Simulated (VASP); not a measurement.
# AlN (P6_3mc) in VASP: further runs

The runs below take AlN through single point, with PBE.

Program: VASP 6.6.1. These are calculated values, not measurements. Logs are shortened: lines on timing, memory, paths and dates and some standing lists are left out, and cuts for length are marked.

## Step 1: The cell of the first run

The structure is hexagonal, space group P6_3mc (No. 186). Conventional cell: a = 3.177 Å, b = 3.177 Å, c = 4.975 Å, α = 90.00°, β = 90.00°, γ = 120.00°. Within 2.5 Å of Al (site symmetry 3m) lie 4 N at 1.92 Å. N (site symmetry 3m) has 4 Al at 1.92 Å within 2.5 Å.

## Step 2: Single point, PBE (biaxial strain in the a-b plane: +1.5 %, then relaxed in part)

INCAR reads:

```
  PREC = Accurate
  ENCUT = 520
  EDIFF = 1E-7
  ISMEAR = 0
  SIGMA = 0.02
  LREAL = F
  LASPH = T
  NELM = 60
  ALGO = Normal
  ISIF = 2
  LWAVE = F
  LCHARG = T
  GGA = PE
  LELF = T
  LVHAR = T
  NBANDS = 16
```

KPOINTS reads:

```
regular mesh
0
Gamma
  12 12 6
```

POSCAR reads:

```
AlN
1.0
    3.1771615463      0.0000000000      0.0000000000
   -1.5885807732      2.7515026110      0.0000000000
    0.0000000000      0.0000000000      4.9747955203
Al N
2 2
Direct
    0.6666666667      0.3333333333      0.4971905974
    0.3333333333      0.6666666667      0.9971905974
    0.6666666667      0.3333333333      0.8828094026
    0.3333333333      0.6666666667      0.3828094026
```

Potentials or basis: VASP PAW PBE potentials, release 64 (Al, N).

The run is started by

```console
$ cat potpaw_PBE.64/Al/POTCAR potpaw_PBE.64/N/POTCAR > POTCAR
$ mpirun -np 1 vasp_std > vasp.out
```

OUTCAR:

```text
PREC = Accurate
   ENCUT = 520
   EDIFF = 1E-7
   ISMEAR = 0
   LREAL = F
   LASPH = T
   NELM = 60
   ISIF = 2
   GGA = PE

 ion  position               nearest neighbor table
   1  0.667  0.333  0.497-   3 1.92   4 1.92   4 1.92   4 1.92   2 3.09   2 3.09   2 3.09   2 3.09
                             2 3.09   2 3.09
   2  0.333  0.667  0.997-   4 1.92   3 1.92   3 1.92   3 1.92   1 3.09   1 3.09   1 3.09   1 3.09
                             1 3.09   1 3.09
   3  0.667  0.333  0.883-   1 1.92   2 1.92   2 1.92   2 1.92
   4  0.333  0.667  0.383-   2 1.92   1 1.92   1 1.92   1 1.92

  LATTYP: Found a hexagonal cell.
 ALAT       =     3.1771615463
 C/A-ratio  =     1.5657987319

  Lattice vectors:

 A1 = (   3.1771615463,   0.0000000000,   0.0000000000)
 A2 = (  -1.5885807732,   2.7515026110,   0.0000000000)
 A3 = (   0.0000000000,   0.0000000000,   4.9747955203)

Analysis of symmetry for initial positions (statically):
=====================================================================
 Subroutine PRICEL returns:
 Original cell was already a primitive cell.

 Routine SETGRP: Setting up the symmetry group for a
 hexagonal supercell.

 Subroutine GETGRP returns: Found 12 space group operations
 (whereof  6 operations were pure point group operations)
 out of a pool of 24 trial point group operations.

The static configuration has the point symmetry C_3v.
 The point group associated with its full space group is C_6v.

Analysis of symmetry for dynamics (positions and initial velocities):
=====================================================================
 Subroutine PRICEL returns:
 Original cell was already a primitive cell.

 Routine SETGRP: Setting up the symmetry group for a
 hexagonal supercell.

 Subroutine GETGRP returns: Found 12 space group operations
 (whereof  6 operations were pure point group operations)
 out of a pool of 24 trial point group operations.

The dynamic configuration has the point symmetry C_3v.
 The point group associated with its full space group is C_6v.

 Subroutine INISYM returns: Found 12 space group operations
 (whereof  6 operations are pure point group operations),
 and found     1 'primitive' translations

----------------------------------------------------------------------------------------

                                     Primitive cell

  volume of cell :      43.4895

  direct lattice vectors                    reciprocal lattice vectors
     3.177161546  0.000000000  0.000000000     0.314746350  0.181718890  0.000000000
    -1.588580773  2.751502611  0.000000000     0.000000000  0.363437780  0.000000000
     0.000000000  0.000000000  4.974795520     0.000000000  0.000000000  0.201013287

  length of vectors
     3.177161546  3.177161546  4.974795520     0.363437780  0.363437780  0.201013287

  position of ions in fractional coordinates (direct lattice)
     0.666666667  0.333333333  0.497190597
     0.333333333  0.666666667  0.997190597
     0.666666667  0.333333333  0.882809403
     0.333333333  0.666666667  0.382809403

  ion indices of the primitive-cell ions
   primitive index   ion index
                 1           1
                 2           2
                 3           3
                 4           4

----------------------------------------------------------------------------------------

 KPOINTS: regular mesh

Automatic generation of k-mesh.
 Grid dimensions read from file:
 generate k-points for:   12   12    6

 Generating k-lattice:

  Cartesian coordinates                     Fractional coordinates (reciprocal lattice)
     0.026228862  0.015143241  0.000000000     0.083333333  0.000000000  0.000000000
     0.000000000  0.030286482  0.000000000     0.000000000  0.083333333  0.000000000
     0.000000000  0.000000000  0.033502215     0.000000000  0.000000000  0.166666667

  Length of vectors
     0.030286482  0.030286482  0.033502215

  Shift w.r.t. Gamma in fractional coordinates (k-lattice)
     0.000000000  0.000000000  0.000000000

 Subroutine IBZKPT returns following result:
 ===========================================

 Found     76 irreducible k-points:

 Following reciprocal coordinates:
            Coordinates               Weight
  0.000000  0.000000  0.000000      1.000000
  0.083333 -0.000000  0.000000      6.000000
  0.166667 -0.000000  0.000000      6.000000
  0.250000  0.000000  0.000000      6.000000
  0.333333 -0.000000  0.000000      6.000000
  0.416667  0.000000  0.000000      6.000000
[... 16 lines left out ...]
  0.250000  0.000000  0.166667     12.000000
  0.333333 -0.000000  0.166667     12.000000
 [... further k-points ...]
   k-points           NKPTS =     76   k-points in BZ     NKDIM =     76   number of bands    NBANDS=     16
   number of dos      NEDOS =    301   number of ions     NIONS =      4
   total plane-waves  NPLWV =  23040
   dimension x,y,z NGX =    24 NGY =   24 NGZ =   40
   dimension x,y,z NGXF=    48 NGYF=   48 NGZF=   80
   ions per type =               2   2
   NGX,Y,Z   is equivalent  to a cutoff of  12.56, 12.56, 13.37 a.u.
   NGXF,Y,Z  is equivalent  to a cutoff of  25.12, 25.12, 26.73 a.u.
 SYSTEM =  unknown system
   PREC   = accura    normal or accurate (medium, high low for compatibility)
   ISTART =      0    job   : 0-new  1-cont  2-samecut
   ICHARG =      2    charge: 1-file 2-atom 10-const
   ISPIN  =      1    spin polarized calculation?
   LNONCOLLINEAR =      F non collinear calculations
   LSORBIT =      F    spin-orbit coupling
   LASPH  =      T    aspherical Exc in radial PAW
   ENCUT  =  520.0 eV  38.22 Ry    6.18 a.u.   5.91  5.91  9.25*2*pi/ulx,y,z
   NELM   =     60;   NELMIN=  2; NELMDL= -5     # of ELM steps
   EDIFF  = 0.1E-06   stopping-criterion for ELM
   LREAL  =      F    real-space projection
   EDIFFG = 0.1E-05   stopping-criterion for IOM
   NSW    =      0    number of steps for IOM
   IBRION =     -1    ionic relax: 0-MD 1-quasi-New 2-CG
   NFREE  =      0    steps in history (QN), initial steepest desc. (CG)
   ISIF   =      2    stress and relaxation
   ISYM   =      2    0-nonsym 1-usesym 2-fastsym
   POTIM  = 0.5000    time-step for ionic-motion
   TEBEG  =    0.0;   TEEND  =   0.0 temperature during run
   PSTRESS=    0.0 pullay stress
   NELECT =      16.0000    total number of electrons
   NUPDOWN=      -1.0000    fix difference up-down
   EMIN   =  10.00;   EMAX   =-10.00  energy-range for DOS
   EFERMI =   0.00;   METHOD = LEGACY
   ISMEAR =     0;   SIGMA  =   0.02  broadening in eV -4-tet -1-fermi 0-gaus
   EFERMI_NEDOS =   21; number of points for ismear=-14 and -15
   IALGO  =     38    algorithm
   IMIX   =      4    mixing-type and parameters
     AMIX     =   0.40;   BMIX     =  1.00
     AMIX_MAG =   1.60;   BMIX_MAG =  1.00
  volume/ion in A,a.u.               =      10.87        73.37
  Fermi-wavevector in a.u.,A,eV,Ry     =   1.173059  2.216761 18.722547  1.376068
  Thomas-Fermi vector in A             =   2.309478
   LORBIT       =      0    0 simple, 1 ext, 2 COOP (PROOUT), +10 PAW based schemes
   GGA     = PE    functional components
   LHFCALC =     F    Hartree Fock is set to
   AEXX    =    0.0000 exact exchange contribution
   IVDW    =     0    specifies the selected vdW correction
   LEPSILON=     F    determine dielectric tensor
   LRPA    =     F    only Hartree local field effects (RPA)
 non-spin polarized calculation
 Gauss-broadening in eV      SIGMA  =   0.02
  energy-cutoff  :      520.00
  volume of cell :       43.49
 maximum number of plane-waves:      1184
 NGX is ok and might be reduce to    24
   NGX = 11   NGY = 11   NGZ = 19

 number of electron      16.0000003 magnetization

 Free energy of the ion-electron system (eV)
  ---------------------------------------------------
  ext. energy  EPLUGINS =         0.00000000
  ---------------------------------------------------
  free energy    TOTEN  =       -29.75338529 eV

  energy without entropy =      -29.75338529  energy(sigma->0) =      -29.75338529

 E-fermi :   6.0554     XC(G=0): -10.7354

 val. band max:        5.8998313030   @ k =   0.0000   0.0000   0.0000
 cond. band min:       9.6427752941   @ k =   0.0000   0.0000   0.0000
 fundamental gap:      3.7429439911
 Fermi energy:         6.0553701501

 k-point     1 :       0.0000    0.0000    0.0000
  band No.  band energies     occupation
      1      -9.1777      2.00000
      2      -7.0635      2.00000
      3       0.0397      2.00000
      4       4.8197      2.00000
      5       4.8197      2.00000
      6       5.5238      2.00000
[... 8 lines left out ...]
     15      18.3954      0.00000
     16      18.9222      0.00000

 k-point     2 :       0.0833   -0.0000    0.0000
  band No.  band energies     occupation
      1      -9.0948      2.00000
      2      -7.0198      2.00000
      3       0.1394      2.00000
      4       4.4251      2.00000
      5       4.7076      2.00000
      6       5.1153      2.00000
[... 8 lines left out ...]
     15      18.4978      0.00000
     16      18.6882      0.00000

 k-point     3 :       0.1667   -0.0000    0.0000
  band No.  band energies     occupation
      1      -8.8536      2.00000
      2      -6.9013      2.00000
      3       0.4333      2.00000
      4       3.4668      2.00000
      5       4.2671      2.00000
      6       4.4429      2.00000
[... 8 lines left out ...]
     15      17.8185      0.00000
     16      18.2270      0.00000

 k-point     4 :       0.2500    0.0000    0.0000
  band No.  band energies     occupation
      1      -8.4788      2.00000
      2      -6.7486      2.00000
      3       0.9032      2.00000
      4       2.3554      2.00000
      5       3.3516      2.00000
      6       4.1383      2.00000
[... 8 lines left out ...]
     15      17.5689      0.00000
     16      18.5356      0.00000
[... 324 lines left out ...]
 k-point    22 :       0.1667   -0.0000    0.1667
  band No.  band energies     occupation
      1      -8.7532      2.00000
      2      -7.0803      2.00000
      3       0.7154      2.00000
      4       3.5464      2.00000
      5       4.0406      2.00000
      6       4.5028      2.00000
[... 8 lines left out ...]
     15      17.8719      0.00000
     16      18.2793      0.00000

 k-point    23 :       0.2500    0.0000    0.1667
  band No.  band energies     occupation
      1      -8.3858      2.00000
      2      -6.8976      2.00000
      3       1.0129      2.00000
      4       2.5399      2.00000
      5       3.1777      2.00000
      6       4.2072      2.00000
[... 8 lines left out ...]
     15      17.7805      0.00000
     16      18.6224      0.00000

 k-point    24 :       0.3333   -0.0000    0.1667
  band No.  band energies     occupation
      1      -7.9394      2.00000
      2      -6.7376      2.00000
      3       0.9753      2.00000
      4       1.9504      2.00000
      5       2.5614      2.00000
      6       3.9488      2.00000
[... 8 lines left out ...]
     15      17.8416      0.00000
     16      19.5274      0.00000

 [... further k-points ...]

------------------------ aborting loop because EDIFF is reached ----------------------------------------

  FORCE on cell =-STRESS in cart. coord.  units (eV):
  Direction    XX          YY          ZZ          XY          YZ          ZX
  --------------------------------------------------------------------------------------
  -------------------------------------------------------------------------------------
  Total       -1.7865359     -1.7865359     -0.0498919      0.0000000      0.0000000      0.0000000
  in kB      -65.8169670    -65.8169670     -1.8380447      0.0000000      0.0000000      0.0000000
  external PRESSURE =     -44.4906596 kB  Pullay stress =       0.0000000 kB

 VOLUME and BASIS-vectors are now :
 -----------------------------------------------------------------------------
  energy-cutoff  :      520.00
  volume of cell :       43.49
      direct lattice vectors                 reciprocal lattice vectors
     3.177161546  0.000000000  0.000000000     0.314746350  0.181718890  0.000000000
    -1.588580773  2.751502611  0.000000000     0.000000000  0.363437780  0.000000000
     0.000000000  0.000000000  4.974795520     0.000000000  0.000000000  0.201013287

 POSITION                                       TOTAL-FORCE (eV/Angst)
 -----------------------------------------------------------------------------------
      1.58858      0.91717      2.47342        -0.000000      0.000000      0.000489
     -0.00000      1.83434      4.96082         0.000000     -0.000000      0.000489
      1.58858      0.91717      4.39180        -0.000000      0.000000     -0.000489
     -0.00000      1.83434      1.90440         0.000000      0.000000     -0.000489
 -----------------------------------------------------------------------------------
    total drift:                               -0.000000      0.000000     -0.000369

  FREE ENERGIE OF THE ION-ELECTRON SYSTEM (eV)
  ---------------------------------------------------
  free  energy   TOTEN  =       -29.7533852867 eV

  energy  without entropy=      -29.7533852867  energy(sigma->0) =      -29.75338529
```

Run time: 59 s. Hardware: 1 thread of Intel Xeon 8259CL, shared host; peak memory 0.18 GiB.

What came out:

* Free energy: -29.7534 eV
* Pressure: -4.4 GPa
* Band gap on the k mesh: 3.74 eV

Caveat: the cell differs from its parent crystal (biaxial strain in the a-b plane: +1.5 %, then relaxed in part); the cell stands under tension.

[end of part 1 of 2]
